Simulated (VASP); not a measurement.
# B (I4_1/amd) in VASP: notebook

Runs on B. Level: PBE. Tasks: single point.

All numbers are computed with VASP 6.6.1; they aren't measurements. Logs are shortened: lines on timing, memory, paths and dates and some standing lists are left out, and cuts for length are marked.

**1. The cell of the first run**

Symmetry: I4_1/amd, No. 141, tetragonal system. Conventional cell: a = 4.251 Å, b = 4.251 Å, c = 1.591 Å, α = 90.00°, β = 90.00°, γ = 90.00°. Within 2.2 Å of B (site symmetry -4m2) lie 6 B at 1.59 to 2.16 Å.

**2. Single point, PBE (7.19 Å³/atom)**

POSCAR reads:

```
B
1.0
   -2.1256046940      2.1256046940      0.7957138697
    2.1256046940     -2.1256046940      0.7957138697
    2.1256046940      2.1256046940     -0.7957138697
B
2
Direct
   -0.3750000000     -0.1250000000     -0.2500000000
    0.3750000000      0.1250000000      0.2500000000
```

INCAR.step1 reads:

```
PREC = Accurate ; ENCUT = 520
EDIFF = 1E-7 ; ISMEAR = -1
SIGMA = 0.05 ; LREAL = F
LASPH = T ; NELM = 60
ALGO = Normal ; ISIF = 2
LWAVE = F ; LCHARG = T
GGA = PE ; NBANDS = 10
```

KPOINTS.step1 reads:

```
regular mesh
0
Gamma
  21 21 21
```

INCAR.step2 reads:

```
PREC = Accurate ; ENCUT = 520
EDIFF = 1E-7 ; ISMEAR = -5
SIGMA = 0.05 ; LREAL = F
LASPH = T ; NELM = 60
ALGO = Normal ; ISIF = 2
LWAVE = F ; LCHARG = F
GGA = PE ; LORBIT = 10
NEDOS = 2001 ; ICHARG = 11
```

KPOINTS.step2 reads:

```
regular mesh
0
Gamma
  32 32 32
```

Potentials or basis: VASP PAW PBE potentials, release 64 (B).

Command:

```
cat potpaw_PBE.64/B/POTCAR > POTCAR
cp INCAR.step1 INCAR
cp KPOINTS.step1 KPOINTS
mpirun -np 1 vasp_std > vasp.out
cp INCAR.step2 INCAR
cp KPOINTS.step2 KPOINTS
mpirun -np 1 vasp_std > vasp.out
```

OUTCAR:

```text
PREC = Accurate
   ENCUT = 520
   EDIFF = 1E-7
   ISMEAR = -5
   LREAL = F
   LASPH = T
   NELM = 60
   ISIF = 2
   GGA = PE
   LORBIT = 10
   ICHARG = 11

 ion  position               nearest neighbor table
   1  0.625  0.875  0.750-   2 2.16   2 2.16   2 2.16   2 2.16
   2  0.375  0.125  0.250-   1 2.16   1 2.16   1 2.16   1 2.16

  LATTYP: Found a body centered tetragonal cell.
 ALAT       =     4.2512093880
 C/A-ratio  =     0.3743470608

  Lattice vectors:

 A1 = (  -2.1256046940,   2.1256046940,   0.7957138697)
 A2 = (   2.1256046940,  -2.1256046940,   0.7957138697)
 A3 = (   2.1256046940,   2.1256046940,  -0.7957138697)

Analysis of symmetry for initial positions (statically):
=====================================================================
 Subroutine PRICEL returns:
 Original cell was already a primitive cell.

 Routine SETGRP: Setting up the symmetry group for a
 body centered tetragonal supercell.

 Subroutine GETGRP returns: Found 16 space group operations
 (whereof  4 operations were pure point group operations)
 out of a pool of 16 trial point group operations.

The static configuration has the point symmetry C_2h.
 The point group associated with its full space group is D_4h.

Analysis of symmetry for dynamics (positions and initial velocities):
=====================================================================
 Subroutine PRICEL returns:
 Original cell was already a primitive cell.

 Routine SETGRP: Setting up the symmetry group for a
 body centered tetragonal supercell.

 Subroutine GETGRP returns: Found 16 space group operations
 (whereof  4 operations were pure point group operations)
 out of a pool of 16 trial point group operations.

The dynamic configuration has the point symmetry C_2h.
 The point group associated with its full space group is D_4h.

 Subroutine INISYM returns: Found 16 space group operations
 (whereof  4 operations are pure point group operations),
 and found     1 'primitive' translations

----------------------------------------------------------------------------------------

                                     Primitive cell

  volume of cell :      14.3808

  direct lattice vectors                    reciprocal lattice vectors
    -2.125604694  2.125604694  0.795713870     0.000000000  0.235227181  0.628366576
     2.125604694 -2.125604694  0.795713870     0.235227181  0.000000000  0.628366576
     2.125604694  2.125604694 -0.795713870     0.235227181  0.235227181  0.000000000

  length of vectors
     3.109590197  3.109590197  3.109590197     0.670951847  0.670951847  0.332661470

  position of ions in fractional coordinates (direct lattice)
     0.625000000  0.875000000  0.750000000
     0.375000000  0.125000000  0.250000000

  ion indices of the primitive-cell ions
   primitive index   ion index
                 1           1
                 2           2

----------------------------------------------------------------------------------------

 KPOINTS: regular mesh

Automatic generation of k-mesh.
 Grid dimensions read from file:
 generate k-points for:   32   32   32

 Generating k-lattice:

  Cartesian coordinates                     Fractional coordinates (reciprocal lattice)
     0.000000000  0.007350849  0.019636456     0.031250000  0.000000000 -0.000000000
     0.007350849  0.000000000  0.019636456     0.000000000  0.031250000 -0.000000000
     0.007350849  0.007350849  0.000000000     0.000000000  0.000000000  0.031250000

  Length of vectors
     0.020967245  0.020967245  0.010395671

  Shift w.r.t. Gamma in fractional coordinates (k-lattice)
     0.000000000  0.000000000  0.000000000

 TETIRR: Found  80742 inequivalent tetrahedra from   196608

 Subroutine IBZKPT returns following result:
 ===========================================

 Found   2393 irreducible k-points:

 Following reciprocal coordinates:
            Coordinates               Weight
  0.000000  0.000000  0.000000      1.000000
  0.031250  0.000000 -0.000000      8.000000
  0.062500  0.000000 -0.000000      8.000000
  0.093750  0.000000 -0.000000      8.000000
  0.125000  0.000000 -0.000000      8.000000
  0.156250  0.000000 -0.000000      8.000000
[... 16 lines left out ...]
  0.187500  0.031250 -0.000000     16.000000
  0.218750  0.031250 -0.000000     16.000000
 [... further k-points ...]
   k-points           NKPTS =   2393   k-points in BZ     NKDIM =   2393   number of bands    NBANDS=      7
   number of dos      NEDOS =   2001   number of ions     NIONS =      2
   total plane-waves  NPLWV =  13824
   dimension x,y,z NGX =    24 NGY =   24 NGZ =   24
   dimension x,y,z NGXF=    48 NGYF=   48 NGZF=   48
   ions per type =               2
   NGX,Y,Z   is equivalent  to a cutoff of  12.83, 12.83, 12.83 a.u.
   NGXF,Y,Z  is equivalent  to a cutoff of  25.66, 25.66, 25.66 a.u.
 SYSTEM =  unknown system
   PREC   = accura    normal or accurate (medium, high low for compatibility)
   ISTART =      0    job   : 0-new  1-cont  2-samecut
   ICHARG =     11    charge: 1-file 2-atom 10-const
   ISPIN  =      1    spin polarized calculation?
   LNONCOLLINEAR =      F non collinear calculations
   LSORBIT =      F    spin-orbit coupling
   LASPH  =      T    aspherical Exc in radial PAW
   ENCUT  =  520.0 eV  38.22 Ry    6.18 a.u.   5.78  5.78  5.78*2*pi/ulx,y,z
   NELM   =     60;   NELMIN=  2; NELMDL=  0     # of ELM steps
   EDIFF  = 0.1E-06   stopping-criterion for ELM
   LREAL  =      F    real-space projection
   EDIFFG = 0.1E-05   stopping-criterion for IOM
   NSW    =      0    number of steps for IOM
   IBRION =     -1    ionic relax: 0-MD 1-quasi-New 2-CG
   NFREE  =      0    steps in history (QN), initial steepest desc. (CG)
   ISIF   =      2    stress and relaxation
   ISYM   =      2    0-nonsym 1-usesym 2-fastsym
   POTIM  = 0.5000    time-step for ionic-motion
   TEBEG  =    0.0;   TEEND  =   0.0 temperature during run
   PSTRESS=    0.0 pullay stress
   NELECT =       6.0000    total number of electrons
   NUPDOWN=      -1.0000    fix difference up-down
   EMIN   =  10.00;   EMAX   =-10.00  energy-range for DOS
   EFERMI =   0.00;   METHOD = LEGACY
   ISMEAR =    -5;   SIGMA  =   0.05  broadening in eV -4-tet -1-fermi 0-gaus
   EFERMI_NEDOS =   21; number of points for ismear=-14 and -15
   IALGO  =     38    algorithm
   IMIX   =      4    mixing-type and parameters
     AMIX     =   0.40;   BMIX     =  1.00
     AMIX_MAG =   1.60;   BMIX_MAG =  1.00
  volume/ion in A,a.u.               =       7.19        48.52
  Fermi-wavevector in a.u.,A,eV,Ry     =   1.223295  2.311693 20.360454  1.496451
  Thomas-Fermi vector in A             =   2.358411
   LORBIT       =     10    0 simple, 1 ext, 2 COOP (PROOUT), +10 PAW based schemes
   GGA     = PE    functional components
   LHFCALC =     F    Hartree Fock is set to
   AEXX    =    0.0000 exact exchange contribution
   IVDW    =     0    specifies the selected vdW correction
   LEPSILON=     F    determine dielectric tensor
   LRPA    =     F    only Hartree local field effects (RPA)
 non-spin polarized calculation
 Fermi weights with tetrahedron method with Bloechl corrections
  energy-cutoff  :      520.00
  volume of cell :       14.38
 maximum number of plane-waves:       399

 number of electron       5.9999999 magnetization

 Free energy of the ion-electron system (eV)
  ---------------------------------------------------
  ext. energy  EPLUGINS =         0.00000000
  ---------------------------------------------------
  free energy    TOTEN  =       -11.43647858 eV

  energy without entropy =      -11.43647858  energy(sigma->0) =      -11.43647858

 E-fermi :   7.2789     XC(G=0): -11.9273

 val. band max:        7.3350465685   @ k =   0.3750   0.3750  -0.0000
 cond. band min:       7.2685326607   @ k =  -0.2187   0.2500   0.0312
 fundamental gap:     -0.0665139078
 Fermi energy:         7.2788706658

 k-point     1 :       0.0000    0.0000    0.0000
  band No.  band energies     occupation
      1      -8.8221      2.00000
      2       2.4851      2.00000
      3       2.4851      2.00000
      4       4.8038      2.00000
      5      12.2633      0.00000
      6      13.8112      0.00000
      7      13.8112      0.00000

 k-point     2 :       0.0312    0.0000   -0.0000
  band No.  band energies     occupation
      1      -8.7714      2.00000
      2       2.4894      2.00000
      3       2.5203      2.00000
      4       4.8717      2.00000
      5      12.3564      0.00000
      6      13.7999      0.00000
      7      13.8652      0.00000

 k-point     3 :       0.0625    0.0000   -0.0000
  band No.  band energies     occupation
      1      -8.6195      2.00000
      2       2.5041      2.00000
      3       2.6267      2.00000
      4       5.0733      2.00000
      5      12.6345      0.00000
      6      13.7696      0.00000
      7      14.0272      0.00000

 k-point     4 :       0.0938    0.0000   -0.0000
  band No.  band energies     occupation
      1      -8.3669      2.00000
      2       2.5332      2.00000
      3       2.8070      2.00000
      4       5.4028      2.00000
      5      13.0948      0.00000
      6      13.7280      0.00000
      7      14.2953      0.00000

 k-point     5 :       0.1250    0.0000   -0.0000
  band No.  band energies     occupation
      1      -8.0145      2.00000
      2       2.5808      2.00000
      3       3.0649      2.00000
      4       5.8531      2.00000
      5      13.6845      0.00000
      6      13.7323      0.00000
      7      14.6666      0.00000
[... 161 lines left out ...]
 k-point    22 :       0.1562    0.0313   -0.0000
  band No.  band energies     occupation
      1      -7.0827      2.00000
      2       2.9348      2.00000
      3       4.0937      2.00000
      4       6.6729      2.07080
      5      14.1253      0.00000
      6      15.2067      0.00000
      7      15.5825      0.00000

 k-point    23 :       0.1875    0.0313   -0.0000
  band No.  band energies     occupation
      1      -6.4552      2.00000
      2       3.0555      2.00000
      3       4.6150      2.00000
      4       7.4176      0.47193
      5      14.1364      0.00000
      6      16.1876      0.00000
      7      16.3093      0.00000

 k-point    24 :       0.2188    0.0313   -0.0000
  band No.  band energies     occupation
      1      -5.7381      2.00000
      2       3.1818      2.00000
      3       5.2229      2.00000
      4       8.2551     -0.01135
      5      14.1063      0.00000
      6      16.8687      0.00000
      7      17.5397      0.00000

 [... further k-points ...]

------------------------ aborting loop because EDIFF is reached ----------------------------------------

  FORCE on cell =-STRESS in cart. coord.  units (eV):
  Direction    XX          YY          ZZ          XY          YZ          ZX
  --------------------------------------------------------------------------------------
  -------------------------------------------------------------------------------------
  Total        0.8590133      0.8590133      0.7670616      0.0000000      0.0000000     -0.0000000
  in kB       95.7036568     95.7036568     85.4592203      0.0000000      0.0000000     -0.0000000
  external PRESSURE =      92.2888446 kB  Pullay stress =       0.0000000 kB

 VOLUME and BASIS-vectors are now :
 -----------------------------------------------------------------------------
  energy-cutoff  :      520.00
  volume of cell :       14.38
      direct lattice vectors                 reciprocal lattice vectors
    -2.125604694  2.125604694  0.795713870     0.000000000  0.235227181  0.628366576
     2.125604694 -2.125604694  0.795713870     0.235227181  0.000000000  0.628366576
     2.125604694  2.125604694 -0.795713870     0.235227181  0.235227181  0.000000000

 POSITION                                       TOTAL-FORCE (eV/Angst)
 -----------------------------------------------------------------------------------
      2.12560      1.06280      0.59679         0.000000     -0.000000      0.000000
     -0.00000      1.06280      0.19893        -0.000000      0.000000     -0.000000
 -----------------------------------------------------------------------------------
    total drift:                               -0.000000      0.000000     -0.000000

  FREE ENERGIE OF THE ION-ELECTRON SYSTEM (eV)
  ---------------------------------------------------
  free  energy   TOTEN  =       -11.4364785814 eV

  energy  without entropy=      -11.4364785814  energy(sigma->0) =      -11.43647858

 total charge

# of ion       s       p       d       tot
------------------------------------------
    1        0.736   1.190   0.000   1.926
    2        0.736   1.190   0.000   1.926
--------------------------------------------------
tot          1.473   2.380   0.000   3.853
```

It took 2.1 min on 1 thread of Intel Xeon Platinum 8488C (Sapphire Rapids), shared host; peak memory 0.42 GiB.

What came out:

| Quantity | Value |
| --- | --- |
| Valence electrons inside the program's atomic spheres | B 1.93 |

Levels at points of the mesh, in eV from the Fermi level:
```tsv
k point	band 1	band 2	band 3	band 4	band 5	band 6
(0.00, 0.00, 0.00)	-16.10	-4.79	-4.79	-2.48	4.98	6.53
(0.50, 0.00, 0.00)	-6.26	-4.13	2.01	4.26	5.61	8.96
(0.50, 0.50, 0.00)	-12.73	-12.73	-1.06	-1.06	2.14	2.14
(0.50, 0.50, 0.50)	-9.50	-9.50	-9.18	-9.18	9.13	9.13
```

Caveat: tetrahedron occupations give inexact forces and stress in metals.

**3. Single point, PBE (7.99 Å³/atom)**

This run uses another cell than the first one, of 7.99 Å³/atom.

POSCAR reads:

```
B
1.0
   -2.2369583102      2.2369583102      0.7982954225
    2.2369583102     -2.2369583102      0.7982954225
    2.2369583102      2.2369583102     -0.7982954225
B
2
Direct
   -0.3750000000     -0.1250000000     -0.2500000000
    0.3750000000      0.1250000000      0.2500000000
```

INCAR.step1 reads:

```
PREC = Accurate ; ENCUT = 520
EDIFF = 1E-7 ; ISMEAR = -1
SIGMA = 0.05 ; LREAL = False
LASPH = True ; NELM = 100
ALGO = Normal ; ISIF = 2
LWAVE = False ; LCHARG = True
GGA = PE ; NBANDS = 10
```

KPOINTS.step1 reads:

```
Automatic mesh
0
Gamma
  21 21 21
```

INCAR.step2 reads:

```
PREC = Accurate ; ENCUT = 520
EDIFF = 1E-7 ; ISMEAR = -5
SIGMA = 0.05 ; LREAL = False
LASPH = True ; NELM = 100
ALGO = Normal ; ISIF = 2
LWAVE = False ; LCHARG = False
GGA = PE ; LORBIT = 11
NBANDS = 10 ; NEDOS = 1001
ICHARG = 11
```

KPOINTS.step2 reads:

```
Automatic mesh
0
Gamma
  32 32 32
```

Potentials or basis: VASP PAW PBE potentials, release 64 (B).

Command:

```
cat potpaw_PBE.64/B/POTCAR > POTCAR
cp INCAR.step1 INCAR
cp KPOINTS.step1 KPOINTS
mpirun -np 1 vasp_std > vasp.out
cp INCAR.step2 INCAR
cp KPOINTS.step2 KPOINTS
mpirun -np 1 vasp_std > vasp.out
```

Run time: 2.7 min. Hardware: 1 thread of Intel Xeon Platinum 8488C (Sapphire Rapids), shared host; peak memory 0.54 GiB.

Results (log left out):

| Item | Value |
| --- | --- |
| Valence electrons inside the program's atomic spheres | B 1.88 |

Levels at points of the mesh, in eV from the Fermi level:
```csv
k point,band 1,band 2,band 3,band 4,band 5,band 6
"(0.00, 0.00, 0.00)",-14.92,-4.43,-4.43,-3.51,5.07,5.43
"(0.50, 0.00, 0.00)",-5.51,-3.81,2.75,5.02,5.89,9.34
"(0.50, 0.50, 0.00)",-11.88,-11.88,-1.11,-1.11,1.31,1.31
"(0.50, 0.50, 0.50)",-9.33,-9.33,-8.19,-8.19,7.60,7.60
```

Caveat: tetrahedron occupations give inexact forces and stress in metals.
